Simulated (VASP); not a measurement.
Crystal: BAsI6.

```
CELL_PARAMETERS angstrom
0.00000 5.56562 5.56562
5.56562 0.00000 5.56562
5.56562 5.56562 0.00000
ATOMIC_POSITIONS crystal
B 0.50000 0.50000 0.50000
As 0.00000 0.00000 0.00000
I 0.74762 0.25238 0.25238
I 0.25238 0.74762 0.74762
I 0.25238 0.74762 0.25238
I 0.74762 0.25238 0.74762
I 0.25238 0.25238 0.74762
I 0.74762 0.74762 0.25238
```

| Quantity | Value |
| --- | --- |
| Program | VASP 6.6.1 |
| Task | relaxation of cell and atoms |
| Functional | PBEsol |
| Potentials or basis | VASP PAW PBE potentials, release 64 (B, As, I) |
| Cutoff | 600 eV |
| k mesh | 4 × 4 × 4 |
| Occupations | fermi-dirac, width 0.03 eV |
| Spin | no spin polarisation |

At the start: pressure -1.8 GPa; volume 43.10 Å³/atom.

Question: Where does the relaxation end?

Answer: Over 9 steps the energy falls by 62.0 meV/atom and the volume is 38.72 Å³/atom (-10.2 %); space group Fm-3m (No. 225, to 0.1 Å) before and after.

The path:
| step | energy change (eV) | largest force (eV/Å) | pressure (GPa) | volume (Å³) |
| --- | --- | --- | --- | --- |
| 1 | 0.0000 | 0.5965 | -1.83 | 344.80 |
| 2 | -0.2993 | 0.6444 | -0.62 | 320.78 |
| 3 | -0.3763 | 0.5964 | 0.81 | 303.17 |
| 4 | -0.4771 | 0.1346 | 0.66 | 303.02 |
| 5 | -0.4823 | 0.0001 | 0.66 | 302.98 |
| 6 | -0.4946 | 0.0246 | -0.17 | 311.46 |
| 7 | -0.4956 | 0.0199 | 0.01 | 309.56 |
| 8 | -0.4956 | 0.0202 | -0.01 | 309.69 |
| 9 | -0.4957 | 0.0100 | -0.01 | 309.73 |

Final structure:
```xyz
8
Lattice="0.0000 5.3701 5.3701 5.3701 0.0000 5.3701 5.3701 5.3701 0.0000" Properties=species:S:1:pos:R:3 pbc="T T T"
B     5.3701    5.3701    5.3701
As    0.0000    0.0000    0.0000
I     2.8195    5.3701    5.3701
I     7.9208    5.3701    5.3701
I     5.3701    2.8195    5.3701
I     5.3701    7.9208    5.3701
I     5.3701    5.3701    2.8195
I     5.3701    5.3701    7.9208
```

Caveat: the PAW data sets were made with another functional, which shifts forces and pressure a little.
